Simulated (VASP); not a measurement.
# Ru (R-3m) in VASP: single point with PBEsol

Aim: the single point of Ru with PBEsol.

All numbers are computed with VASP 6.6.1; they aren't measurements. Logs are shortened: lines on timing, memory, paths and dates and some standing lists are left out, and cuts for length are marked.

**1. The cell of the first run**

The structure is trigonal, space group R-3m (No. 166). The conventional cell has a = 2.696 Å, b = 2.696 Å, c = 13.277 Å, α = 90.00°, β = 90.00°, γ = 120.00°. Ru (site symmetry -3m) has 6 Ru at 2.70 Å within 3.6 Å.

**2. Single point, PBEsol**

Contents of INCAR:

```
PREC = Accurate
ENCUT = 520
EDIFF = 1E-7
ISMEAR = 0
SIGMA = 0.05
LREAL = F
LASPH = T
NELM = 100
ALGO = Normal
ISIF = 2
LWAVE = F
LCHARG = F
GGA = PS
NBANDS = 13
```

Contents of KPOINTS:

```
Automatic mesh
0
Gamma
  12 12 12
```

Contents of POSCAR:

```
Ru
1.0
    1.3481430000      0.7783510000      4.4257830000
   -1.3481430000      0.7783510000      4.4257830000
    0.0000000000     -1.5567010000      4.4257830000
Ru
1
Direct
    0.5000000000      0.5000000000      0.5000000000
```

Potentials or basis: VASP PAW PBE potentials, release 64 (Ru_pv).

Run with:

```bash
cat potpaw_PBE.64/Ru_pv/POTCAR > POTCAR
mpirun -np 1 vasp_std > vasp.out
```

OUTCAR:

```text
PREC = Accurate
   ENCUT = 520
   EDIFF = 1E-7
   ISMEAR = 0
   LREAL = F
   LASPH = T
   NELM = 100
   ISIF = 2
   GGA = PS

 ion  position               nearest neighbor table
   1  0.500  0.500  0.500-

  LATTYP: Found a trigonal (rhomboedric) cell.
 ALAT       =     4.6915748945
 COS(alpha) =     0.8348553114

  Lattice vectors:

 A1 = (   1.3481430000,   0.7783510000,   4.4257830000)
 A2 = (  -1.3481430000,   0.7783510000,   4.4257830000)
 A3 = (   0.0000000000,  -1.5567010000,   4.4257830000)

Analysis of symmetry for initial positions (statically):
=====================================================================
 Subroutine PRICEL returns:
 Original cell was already a primitive cell.

 Routine SETGRP: Setting up the symmetry group for a
 trigonal (rhombohedral) supercell.

 Subroutine GETGRP returns: Found 12 space group operations
 (whereof 12 operations were pure point group operations)
 out of a pool of 12 trial point group operations.

The static configuration has the point symmetry D_3d.

Analysis of symmetry for dynamics (positions and initial velocities):
=====================================================================
 Subroutine PRICEL returns:
 Original cell was already a primitive cell.

 Routine SETGRP: Setting up the symmetry group for a
 trigonal (rhombohedral) supercell.

 Subroutine GETGRP returns: Found 12 space group operations
 (whereof 12 operations were pure point group operations)
 out of a pool of 12 trial point group operations.

The dynamic configuration has the point symmetry D_3d.

 Subroutine INISYM returns: Found 12 space group operations
 (whereof 12 operations are pure point group operations),
 and found     1 'primitive' translations

----------------------------------------------------------------------------------------

                                     Primitive cell

  volume of cell :      27.8646

  direct lattice vectors                    reciprocal lattice vectors
     1.348143000  0.778351000  4.425783000     0.370880537  0.214127994  0.075316224
    -1.348143000  0.778351000  4.425783000    -0.370880537  0.214127994  0.075316224
     0.000000000 -1.556701000  4.425783000     0.000000000 -0.428255987  0.075316272

  length of vectors
     4.691574895  4.691574895  4.691574700     0.434828362  0.434828362  0.434828393

  position of ions in fractional coordinates (direct lattice)
     0.500000000  0.500000000  0.500000000

[... 75 lines left out ...]
   EDIFF  = 0.1E-06   stopping-criterion for ELM
   LREAL  =      F    real-space projection
   EDIFFG = 0.1E-05   stopping-criterion for IOM
   NSW    =      0    number of steps for IOM
   IBRION =     -1    ionic relax: 0-MD 1-quasi-New 2-CG
   NFREE  =      0    steps in history (QN), initial steepest desc. (CG)
   ISIF   =      2    stress and relaxation
   ISYM   =      2    0-nonsym 1-usesym 2-fastsym
   POTIM  = 0.5000    time-step for ionic-motion
   TEBEG  =    0.0;   TEEND  =   0.0 temperature during run
   PSTRESS=    0.0 pullay stress
   NELECT =      14.0000    total number of electrons
   NUPDOWN=      -1.0000    fix difference up-down
   EMIN   =  10.00;   EMAX   =-10.00  energy-range for DOS
   EFERMI =   0.00;   METHOD = LEGACY
   ISMEAR =     0;   SIGMA  =   0.05  broadening in eV -4-tet -1-fermi 0-gaus
   EFERMI_NEDOS =   21; number of points for ismear=-14 and -15
   IALGO  =     38    algorithm
   IMIX   =      4    mixing-type and parameters
     AMIX     =   0.40;   BMIX     =  1.00
     AMIX_MAG =   1.60;   BMIX_MAG =  1.00
  volume/ion in A,a.u.               =      27.86       188.04
  Fermi-wavevector in a.u.,A,eV,Ry     =   1.301467  2.459417 23.045785  1.693817
  Thomas-Fermi vector in A             =   2.432599
   LORBIT       =      0    0 simple, 1 ext, 2 COOP (PROOUT), +10 PAW based schemes
   GGA     = PS    functional components
   LHFCALC =     F    Hartree Fock is set to
   AEXX    =    0.0000 exact exchange contribution
   IVDW    =     0    specifies the selected vdW correction
   LEPSILON=     F    determine dielectric tensor
   LRPA    =     F    only Hartree local field effects (RPA)
 non-spin polarized calculation
 Gauss-broadening in eV      SIGMA  =   0.05
  energy-cutoff  :      520.00
  volume of cell :       27.86
 maximum number of plane-waves:       767
   NGX = 17   NGY = 17   NGZ = 17

 number of electron      13.9999999 magnetization

 Free energy of the ion-electron system (eV)
  ---------------------------------------------------
  ext. energy  EPLUGINS =         0.00000000
  ---------------------------------------------------
  free energy    TOTEN  =        -7.30282773 eV

  energy without entropy =       -7.29630065  energy(sigma->0) =       -7.29956419

 E-fermi :   3.3586     XC(G=0):  -9.7336

 val. band max:        3.3553921771   @ k =   0.3333  -0.0000  -0.0000
 cond. band min:       3.3696979171   @ k =  -0.2500  -0.4167   0.1667
 fundamental gap:      0.0143057400
 Fermi energy:         3.3586301375

 k-point     1 :       0.0000    0.0000    0.0000
  band No.  band energies     occupation
      1     -38.9615      2.00000
      2     -38.6819      2.00000
      3     -38.6819      2.00000
      4      -1.8723      2.00000
      5       1.0782      2.00000
      6       1.7860      2.00000
      7       1.7860      2.00000
      8       4.2236      0.00000
      9       4.2236      0.00000
     10       7.2509      0.00000
     11      12.3889      0.00000
     12      14.4764      0.00000
     13      20.3356      0.00000
[... 354 lines left out ...]
  band No.  band energies     occupation
      1     -39.3709      2.00000
      2     -38.9822      2.00000
      3     -38.8500      2.00000
      4      -0.2051      2.00000
      5       0.8808      2.00000
      6       2.7791      2.00000
      7       3.3104      1.82744
      8       3.4320      0.03784
      9       8.9941      0.00000
     10      11.5127      0.00000
     11      13.4651      0.00000
     12      14.4762      0.00000
     13      17.4546      0.00000

 [... further k-points ...]
[... 5 lines left out ...]
  --------------------------------------------------------------------------------------
  -------------------------------------------------------------------------------------
  Total       -4.6736164     -4.6736158     -0.9647637      0.0000000     -0.0000001      0.0000000
  in kB     -268.7268251   -268.7267855    -55.4726482      0.0000000     -0.0000042      0.0000000
  external PRESSURE =    -197.6420863 kB  Pullay stress =       0.0000000 kB

 VOLUME and BASIS-vectors are now :
 -----------------------------------------------------------------------------
  energy-cutoff  :      520.00
  volume of cell :       27.86
      direct lattice vectors                 reciprocal lattice vectors
     1.348143000  0.778351000  4.425783000     0.370880537  0.214127994  0.075316224
    -1.348143000  0.778351000  4.425783000    -0.370880537  0.214127994  0.075316224
     0.000000000 -1.556701000  4.425783000     0.000000000 -0.428255987  0.075316272

 POSITION                                       TOTAL-FORCE (eV/Angst)
 -----------------------------------------------------------------------------------
      0.00000      0.00000      6.63867        -0.000000     -0.000000     -0.000000
 -----------------------------------------------------------------------------------
    total drift:                                0.000000     -0.000000      0.000000

  FREE ENERGIE OF THE ION-ELECTRON SYSTEM (eV)
  ---------------------------------------------------
  free  energy   TOTEN  =        -7.3028277261 eV

  energy  without entropy=       -7.2963006492  energy(sigma->0) =       -7.29956419
```

OSZICAR:

```text
N       E                     dE             d eps       ncg     rms          rms(c)
DAV:   1     0.107973640232E+03    0.10797E+03   -0.88681E+03  5015   0.105E+03
DAV:   2    -0.648148731514E+01   -0.11446E+03   -0.10954E+03  5299   0.293E+02
DAV:   3    -0.788656279828E+01   -0.14051E+01   -0.13942E+01  6254   0.370E+01
DAV:   4    -0.789683954701E+01   -0.10277E-01   -0.10268E-01  5924   0.314E+00
DAV:   5    -0.789692970573E+01   -0.90159E-04   -0.90133E-04  5718   0.253E-01    0.706E+00
DAV:   6    -0.732344060351E+01    0.57349E+00   -0.19463E+00  5629   0.138E+01    0.173E+00
DAV:   7    -0.730937839533E+01    0.14062E-01   -0.53652E-02  5224   0.188E+00    0.102E+00
DAV:   8    -0.730289777005E+01    0.64806E-02   -0.41265E-03  5704   0.573E-01    0.171E-01
DAV:   9    -0.730280377222E+01    0.93998E-04   -0.22644E-04  5884   0.123E-01    0.585E-02
DAV:  10    -0.730282759249E+01   -0.23820E-04   -0.17750E-05  5314   0.382E-02    0.701E-03
DAV:  11    -0.730282769581E+01   -0.10332E-06   -0.10367E-06  5849   0.702E-03    0.243E-03
DAV:  12    -0.730282772611E+01   -0.30300E-07   -0.56481E-07  5214   0.698E-03
   1 F= -.73028277E+01 E0= -.72995642E+01  d E =-.652708E-02
```

Run time: 92 s. Hardware: 1 thread of Intel Xeon Platinum 8259CL at 2.50GHz (Skylake/Cascade Lake), shared host; peak memory 0.24 GiB.

What came out:

```
Free energy            : -7.3028 eV
Pressure               : -19.8 GPa
Band gap on the k mesh : zero (bands 7 and 8 overlap by 0.94 eV)
```

Levels at points of the mesh, in eV from the Fermi level:
```tsv
k point	band 5	band 6	band 7	band 8	band 9	band 10
(0.00, 0.00, 0.00)	-2.28	-1.57	-1.57	0.86	0.86	3.89
(0.50, 0.00, 0.00)	-2.76	-0.10	0.15	2.27	3.11	8.12
(0.50, 0.50, 0.00)	-2.86	0.11	0.18	2.27	3.47	7.50
(0.50, 0.50, 0.50)	-1.57	-1.57	-0.74	0.08	0.87	0.87
```

Caveat: the stress differs along the axes, from -27 to -6 GPa; the PAW data sets were made with another functional, which shifts forces and pressure a little.
